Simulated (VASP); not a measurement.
A run of VASP 6.6.1 is set up as follows.

Contents of POSCAR:

```
SiC
1.0
    6.1507128199      0.0000000001      0.0000000000
   -3.0753564100      5.3266735534      0.0000000000
    0.0000000000      0.0000000000      5.0481087359
Si C
8 8
Direct
    0.1577902716      0.3350013816      0.4906275062
    0.3473295240      0.1741122280      0.9945106698
    0.1693436048      0.8279602562      0.4962561488
    0.3353678311      0.6674007642      1.0017622964
    0.6638249921      0.3295471334      0.5047607200
    0.8380803711      0.1751886971      1.0000973165
    0.6533485383      0.8254939890      0.4979866979
    0.8361059206      0.6649474507      1.0067501050
    0.1727184472      0.3466292765      0.8803039381
    0.3402598981      0.1700014072      0.3782420506
    0.1709346607      0.8404733189      0.8750597959
    0.3180006644      0.6587495864      0.3720250688
    0.6727573686      0.3346439353      0.8705036341
    0.8229854480      0.1541119409      0.3743485132
    0.6712581407      0.8323451692      0.8804929197
    0.8283003376      0.6638591542      0.3816023190
```

File INCAR.step1:

```
SYSTEM = SiC
PREC = Accurate
ENCUT = 520
ISMEAR = -1
SIGMA = 0.052
LREAL = Auto
LASPH = .True.
NELM = 60
NBANDS = 46
GGA = PE
ALGO = Normal
EDIFF = 1E-4
LWAVE = .True.
LCHARG = .False.
```

File INCAR.step2:

```
SYSTEM = SiC
PREC = Accurate
ENCUT = 520
EDIFF = 1E-6
ISMEAR = -1
SIGMA = 0.052
LREAL = Auto
LASPH = .True.
NELM = 60
ALGO = Normal
ISIF = 2
LWAVE = .False.
LCHARG = .False.
METAGGA = R2SCAN
LMIXTAU = .True.
NBANDS = 46
ISTART = 1
```

The input KPOINTS:

```
regular mesh
0
Gamma
  3 3 4
  0 0 0
```

Potentials or basis: VASP PAW PBE potentials, release 64 (Si, C).

Launch:

```bash
$ cat potpaw_PBE.64/Si/POTCAR potpaw_PBE.64/C/POTCAR > POTCAR
$ cp INCAR.step1 INCAR
$ mpirun -np 1 vasp_std > vasp.out
$ cp INCAR.step2 INCAR
$ mpirun -np 1 vasp_std > vasp.out
```

Problem. Predict the largest force.

Solution. 2.276 eV/Å.

Problem. Predict the band gap on the k mesh.

Solution. 2.62 eV.

Problem. Predict the pressure.

Solution. 0.4 GPa.

Stress tensor (GPa, compression positive):
```
-0.20 -0.19 -0.23
-0.19  1.60  0.11
-0.23  0.11 -0.19
```

Caveat: the PAW data sets were made with another functional, which shifts forces and pressure a little. A k mesh can miss the band edges.
